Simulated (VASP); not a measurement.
# CaScBO4 (Pnma) in VASP: single point with PBE

Aim: the single point of CaScBO4 with PBE.

Program: VASP 6.6.1. These are calculated values, not measurements. Logs are shortened: lines on timing, memory, paths and dates and some standing lists are left out, and cuts for length are marked.

## 1. The cell of the first run

It takes space group Pnma (No. 62, orthorhombic). Conventional cell: a = 10.283 Å, b = 3.364 Å, c = 9.809 Å, α = 90.00°, β = 90.00°, γ = 90.00°. Within 3.0 Å of Ca (site symmetry m) lie 7 O at 2.29 to 2.88 Å. Sc (site symmetry m) has 6 O at 2.08 to 2.27 Å within 2.8 Å. Within 1.8 Å of B (site symmetry m) lie 3 O at 1.37 to 1.41 Å. O (site symmetry m) has 3 Sc at 2.08 to 2.10 Å and 1 Ca at 2.38 Å and 3 O at 2.74 to 2.77 Å within 2.8 Å. O (site symmetry m) has 1 B at 1.40 Å within 1.9 Å. O (site symmetry m) has 1 B at 1.41 Å within 1.9 Å. O (site symmetry m) has 1 B at 1.37 Å within 1.8 Å.

## 2. Single point, PBE (z stretched by +4 %, then relaxed in part)

INCAR reads:

```
SYSTEM = CaScBO4
PREC = Accurate
ENCUT = 520
EDIFF = 1E-6
ISMEAR = -1
SIGMA = 0.02
LREAL = Auto
LASPH = .TRUE.
NELM = 100
ALGO = Normal
ISIF = 2
LWAVE = .FALSE.
LCHARG = .TRUE.
GGA = PE
LELF = .TRUE.
LVHAR = .TRUE.
NBANDS = 116
```

KPOINTS reads:

```
regular mesh
0
G
  2 6 3
  0 0 0
```

POSCAR reads:

```
CaScBO4
1.0
   10.2830000000      0.0000000000      0.0000000000
    0.0000000000      3.3636000000      0.0000000000
    0.0000000000      0.0000000000      9.8092800000
Ca Sc B O
4 4 4 16
Direct
    0.5897335291      0.7500000000      0.8354907435
    0.9102664709      0.2500000000      0.3354907435
    0.0897335291      0.7500000000      0.6645092565
    0.4102664709      0.2500000000      0.1645092565
    0.3879936935      0.2500000000      0.5663282245
    0.1120063065      0.7500000000      0.0663282245
    0.8879936935      0.2500000000      0.9336717755
    0.6120063065      0.7500000000      0.4336717755
    0.3100212141      0.2500000000      0.8630096045
    0.1899787859      0.7500000000      0.3630096045
    0.8100212141      0.2500000000      0.6369903955
    0.6899787859      0.7500000000      0.1369903955
    0.4989929403      0.7500000000      0.6120161276
    1.0010070597      0.2500000000      0.1120161276
   -0.0010070597      0.7500000000      0.8879838724
    0.5010070597      0.2500000000      0.3879838724
    0.2483717014      0.2500000000      0.7358878743
    0.2516282986      0.7500000000      0.2358878743
    0.7483717014      0.2500000000      0.7641121257
    0.7516282986      0.7500000000      0.2641121257
    0.2622465510      0.7500000000      0.4847017443
    0.2377534490      0.2500000000      0.9847017443
    0.7622465510      0.7500000000      0.0152982557
    0.7377534490      0.2500000000      0.5152982557
    0.4431238909      0.2500000000      0.8727503524
    0.0568761091      0.7500000000      0.3727503524
    0.9431238909      0.2500000000      0.6272496476
    0.5568761091      0.7500000000      0.1272496476
```

Potentials or basis: VASP PAW PBE potentials, release 64 (Ca_sv, Sc_sv, B, O).

Launch:

```console
$ cat potpaw_PBE.64/Ca_sv/POTCAR potpaw_PBE.64/Sc_sv/POTCAR potpaw_PBE.64/B/POTCAR potpaw_PBE.64/O/POTCAR > POTCAR
$ mpirun -np 1 vasp_std > vasp.out
```

OUTCAR:

```text
SYSTEM = CaScBO4
   PREC = Accurate
   ENCUT = 520
   EDIFF = 1E-6
   ISMEAR = -1
   LREAL = Auto
   LASPH = .TRUE.
   NELM = 100
   ISIF = 2
   GGA = PE

 ion  position               nearest neighbor table
   1  0.590  0.750  0.835-  25 2.29  25 2.29  13 2.38  19 2.45  19 2.45  23 2.50
   2  0.910  0.250  0.335-  26 2.29  26 2.29  14 2.38  20 2.45  20 2.45  24 2.50
   3  0.090  0.750  0.665-  27 2.29  27 2.29  15 2.38  17 2.45  17 2.45  21 2.50
   4  0.410  0.250  0.165-  28 2.29  28 2.29  16 2.38  18 2.45  18 2.45  22 2.50
   5  0.388  0.250  0.566-  13 2.08  13 2.08  16 2.10  17 2.20  21 2.27  21 2.27   8 3.13   8 3.13
[... 13 lines left out ...]
  15  0.999  0.750  0.888-   7 2.08   7 2.08   6 2.10   3 2.38
  16  0.501  0.250  0.388-   8 2.08   8 2.08   5 2.10   4 2.38
  17  0.248  0.250  0.736-   9 1.40   5 2.20   3 2.45   3 2.45
  18  0.252  0.750  0.236-  10 1.40   6 2.20   4 2.45   4 2.45
  19  0.748  0.250  0.764-  11 1.40   7 2.20   1 2.45   1 2.45
  20  0.752  0.750  0.264-  12 1.40   8 2.20   2 2.45   2 2.45
  21  0.262  0.750  0.485-  10 1.41   5 2.27   5 2.27   3 2.50
  22  0.238  0.250  0.985-   9 1.41   6 2.27   6 2.27   4 2.50
  23  0.762  0.750  0.015-  12 1.41   7 2.27   7 2.27   1 2.50
  24  0.738  0.250  0.515-  11 1.41   8 2.27   8 2.27   2 2.50
  25  0.443  0.250  0.873-   9 1.37   1 2.29   1 2.29
  26  0.057  0.750  0.373-  10 1.37   2 2.29   2 2.29
  27  0.943  0.250  0.627-  11 1.37   3 2.29   3 2.29
  28  0.557  0.750  0.127-  12 1.37   4 2.29   4 2.29

  LATTYP: Found a simple orthorhombic cell.
 ALAT       =     3.3636000000
 B/A-ratio  =     2.9163039600
 C/A-ratio  =     3.0571411583

  Lattice vectors:

 A1 = (   0.0000000000,   3.3636000000,   0.0000000000)
 A2 = (   0.0000000000,   0.0000000000,   9.8092800000)
 A3 = (  10.2830000000,   0.0000000000,   0.0000000000)

Analysis of symmetry for initial positions (statically):
=====================================================================
 Subroutine PRICEL returns:
 Original cell was already a primitive cell.

 Routine SETGRP: Setting up the symmetry group for a
 simple orthorhombic supercell.

 Subroutine GETGRP returns: Found  8 space group operations
 (whereof  2 operations were pure point group operations)
 out of a pool of  8 trial point group operations.

The static configuration has the point symmetry S_2 .
 The point group associated with its full space group is D_2h.

Analysis of symmetry for dynamics (positions and initial velocities):
=====================================================================
 Subroutine PRICEL returns:
 Original cell was already a primitive cell.

[... 158 lines left out ...]
   ISYM   =      2    0-nonsym 1-usesym 2-fastsym
   POTIM  = 0.5000    time-step for ionic-motion
   TEBEG  =    0.0;   TEEND  =   0.0 temperature during run
   PSTRESS=    0.0 pullay stress
   NELECT =     192.0000    total number of electrons
   NUPDOWN=      -1.0000    fix difference up-down
   EMIN   =  10.00;   EMAX   =-10.00  energy-range for DOS
   EFERMI =   0.00;   METHOD = LEGACY
   ISMEAR =    -1;   SIGMA  =   0.02  broadening in eV -4-tet -1-fermi 0-gaus
   EFERMI_NEDOS =   21; number of points for ismear=-14 and -15
   IALGO  =     38    algorithm
   IMIX   =      4    mixing-type and parameters
     AMIX     =   0.40;   BMIX     =  1.00
     AMIX_MAG =   1.60;   BMIX_MAG =  1.00
  volume/ion in A,a.u.               =      12.12        81.77
  Fermi-wavevector in a.u.,A,eV,Ry     =   1.354113  2.558902 24.947930  1.833621
  Thomas-Fermi vector in A             =   2.481312
   LORBIT       =      0    0 simple, 1 ext, 2 COOP (PROOUT), +10 PAW based schemes
   GGA     = PE    functional components
   LHFCALC =     F    Hartree Fock is set to
   AEXX    =    0.0000 exact exchange contribution
   IVDW    =     0    specifies the selected vdW correction
   LEPSILON=     F    determine dielectric tensor
   LRPA    =     F    only Hartree local field effects (RPA)
 non-spin polarized calculation
  energy-cutoff  :      520.00
  volume of cell :      339.28
 maximum number of plane-waves:      9160
 NGX is ok and might be reduce to    80
   NGX = 39   NGY = 13   NGZ = 37

 number of electron     192.0000030 magnetization

 Free energy of the ion-electron system (eV)
  ---------------------------------------------------
  ext. energy  EPLUGINS =         0.00000000
  ---------------------------------------------------
  free energy    TOTEN  =      -225.78698036 eV

  energy without entropy =     -225.78698036  energy(sigma->0) =     -225.78698036

 E-fermi :   2.4477     XC(G=0): -10.1813

 val. band max:        1.9464914903   @ k =   0.0000   0.0000   0.0000
 cond. band min:       6.0115373031   @ k =   0.0000   0.0000   0.0000
 fundamental gap:      4.0650458128
 Fermi energy:         2.4476747717

 k-point     1 :       0.0000    0.0000    0.0000
  band No.  band energies     occupation
      1     -45.8325      2.00000
      2     -45.8324      2.00000
      3     -45.7923      2.00000
      4     -45.7923      2.00000
      5     -35.9506      2.00000
      6     -35.9505      2.00000
[... 1765 lines left out ...]
    107       7.0482      0.00000
    108       7.0482      0.00000
 [bands above 108 left out]

------------------------ aborting loop because EDIFF is reached ----------------------------------------

  FORCE on cell =-STRESS in cart. coord.  units (eV):
  Direction    XX          YY          ZZ          XY          YZ          ZX
  --------------------------------------------------------------------------------------
  -------------------------------------------------------------------------------------
  Total       -0.8326124      0.1981110     -7.8886464      0.0000000     -0.0000000      0.0000000
  in kB       -3.9318067      0.9355303    -37.2521859      0.0000000     -0.0000000      0.0000000
  external PRESSURE =     -13.4161541 kB  Pullay stress =       0.0000000 kB

 VOLUME and BASIS-vectors are now :
 -----------------------------------------------------------------------------
  energy-cutoff  :      520.00
  volume of cell :      339.28
      direct lattice vectors                 reciprocal lattice vectors
    10.283000000  0.000000000  0.000000000     0.097247885  0.000000000  0.000000000
     0.000000000  3.363600000  0.000000000     0.000000000  0.297300511  0.000000000
     0.000000000  0.000000000  9.809280000     0.000000000  0.000000000  0.101944281

 POSITION                                       TOTAL-FORCE (eV/Angst)
 -----------------------------------------------------------------------------------
      6.06423      2.52270      8.19556         0.027161      0.000000      0.012389
      9.36027      0.84090      3.29092        -0.027161     -0.000000      0.012389
      0.92273      2.52270      6.51836         0.027161      0.000000     -0.012389
      4.21877      0.84090      1.61372        -0.027161     -0.000000     -0.012389
      3.98974      0.84090      5.55527        -0.068994      0.000000      0.017955
      1.15176      2.52270      0.65063         0.068994     -0.000000      0.017955
[... 20 lines left out ...]
      9.69814      0.84090      6.15287         0.021678     -0.000000     -0.011826
      5.72636      2.52270      1.24823        -0.021678     -0.000000     -0.011826
 -----------------------------------------------------------------------------------
    total drift:                                0.000000      0.000000      0.000000

  FREE ENERGIE OF THE ION-ELECTRON SYSTEM (eV)
  ---------------------------------------------------
  free  energy   TOTEN  =      -225.7869803629 eV

  energy  without entropy=     -225.7869803629  energy(sigma->0) =     -225.78698036
```

OSZICAR:

```text
N       E                     dE             d eps       ncg     rms          rms(c)
DAV:   1     0.326247431735E+04    0.32625E+04   -0.89101E+04  3712   0.173E+03
DAV:   2     0.421551477425E+03   -0.28409E+04   -0.27709E+04  3712   0.573E+02
DAV:   3    -0.193714225436E+03   -0.61527E+03   -0.58713E+03  5224   0.240E+02
DAV:   4    -0.260010692295E+03   -0.66296E+02   -0.65771E+02  6016   0.102E+02
DAV:   5    -0.263465571733E+03   -0.34549E+01   -0.34375E+01  6376   0.326E+01    0.397E+01
DAV:   6    -0.225167274000E+03    0.38298E+02   -0.18972E+02  5760   0.573E+01    0.143E+01
DAV:   7    -0.226072249028E+03   -0.90498E+00   -0.19850E+01  6200   0.183E+01    0.950E+00
DAV:   8    -0.226082712677E+03   -0.10464E-01   -0.67469E+00  5672   0.919E+00    0.397E+00
DAV:   9    -0.225771183281E+03    0.31153E+00   -0.16036E+00  5800   0.502E+00    0.116E+00
DAV:  10    -0.225783672227E+03   -0.12489E-01   -0.39509E-01  6136   0.273E+00    0.724E-01
DAV:  11    -0.225784098039E+03   -0.42581E-03   -0.74594E-02  6064   0.123E+00    0.324E-01
DAV:  12    -0.225789587723E+03   -0.54897E-02   -0.53114E-02  5816   0.963E-01    0.432E-01
DAV:  13    -0.225786769124E+03    0.28186E-02   -0.12487E-02  6632   0.426E-01    0.152E-01
DAV:  14    -0.225787178126E+03   -0.40900E-03   -0.73060E-03  5888   0.317E-01    0.126E-01
DAV:  15    -0.225786981585E+03    0.19654E-03   -0.12530E-03  6008   0.150E-01    0.504E-02
DAV:  16    -0.225786975961E+03    0.56248E-05   -0.38518E-04  6048   0.684E-02    0.118E-02
DAV:  17    -0.225786979587E+03   -0.36259E-05   -0.22915E-05  5648   0.222E-02    0.743E-03
DAV:  18    -0.225786980363E+03   -0.77623E-06   -0.80228E-06  4408   0.111E-02
   1 F= -.22578698E+03 E0= -.22578698E+03  d E =-.520605E-12
```

stdout:

```text
POSCAR found type information on POSCAR CaScB O
 POSCAR found :  4 types and      28 ions
 scaLAPACK will be used
 LDA part: xc-table for (Slater+PW92), standard interpolation
 POSCAR, INCAR and KPOINTS ok, starting setup
 FFT: planning ... GRIDC
 FFT: planning ... GRID_SOFT
 FFT: planning ... GRID
 WAVECAR not read
 entering main loop
```

It took 16 min on 1 thread of Intel Xeon 6975P-C (Granite Rapids), shared host; peak memory 0.67 GiB.

What came out:

```yaml
Free_energy: -225.7870 eV
Pressure: -1.3 GPa
Largest_force: 0.071 eV/Å
Band_gap_on_the_k_mesh: 4.07 eV
```

Forces on the atoms (eV/Å):
```
Ca   0.027  0.000  0.012
Ca  -0.027  0.000  0.012
Ca   0.027  0.000 -0.012
Ca  -0.027  0.000 -0.012
Sc  -0.069  0.000  0.018
Sc   0.069  0.000  0.018
Sc  -0.069  0.000 -0.018
Sc   0.069  0.000 -0.018
B    0.005  0.000 -0.018
B   -0.005  0.000 -0.018
B    0.005  0.000  0.018
B   -0.005  0.000  0.018
O    0.035  0.000  0.057
O   -0.035  0.000  0.057
O    0.035  0.000 -0.057
O   -0.035  0.000 -0.057
O   -0.027  0.000 -0.021
O    0.027  0.000 -0.021
O   -0.027  0.000  0.021
O    0.027  0.000  0.021
O    0.026  0.000  0.041
O   -0.026  0.000  0.041
O    0.026  0.000 -0.041
O   -0.026  0.000 -0.041
O    0.022  0.000  0.012
O   -0.022  0.000  0.012
O    0.022  0.000 -0.012
O   -0.022  0.000 -0.012
```

Stress tensor (GPa, compression positive):
```
-0.39  0.00  0.00
 0.00  0.09  0.00
 0.00  0.00 -3.73
```

Levels at points of the mesh, in eV from the valence-band top:
| k point | band 92 | band 93 | band 94 | band 95 | band 96 | band 97 | band 98 | band 99 | band 100 | band 101 |
| --- | --- | --- | --- | --- | --- | --- | --- | --- | --- | --- |
| (0.00, 0.00, 0.00) | -0.69 | -0.60 | -0.50 | -0.23 | 0.00 | 4.06 | 4.15 | 4.35 | 4.37 | 4.53 |
| (0.50, 0.00, 0.00) | -0.76 | -0.43 | -0.43 | -0.18 | -0.18 | 4.10 | 4.10 | 4.37 | 4.37 | 4.56 |
| (0.00, 0.50, 0.00) | -1.15 | -0.37 | -0.37 | -0.31 | -0.31 | 4.24 | 4.24 | 4.33 | 4.33 | 4.85 |
| (0.50, 0.50, 0.00) | -1.19 | -0.33 | -0.33 | -0.33 | -0.33 | 4.27 | 4.27 | 4.27 | 4.27 | 4.91 |

Caveat: the cell differs from its parent crystal (z stretched by +4 %, then relaxed in part); an odd mesh through Γ misses points on the zone boundary, where band edges can lie.
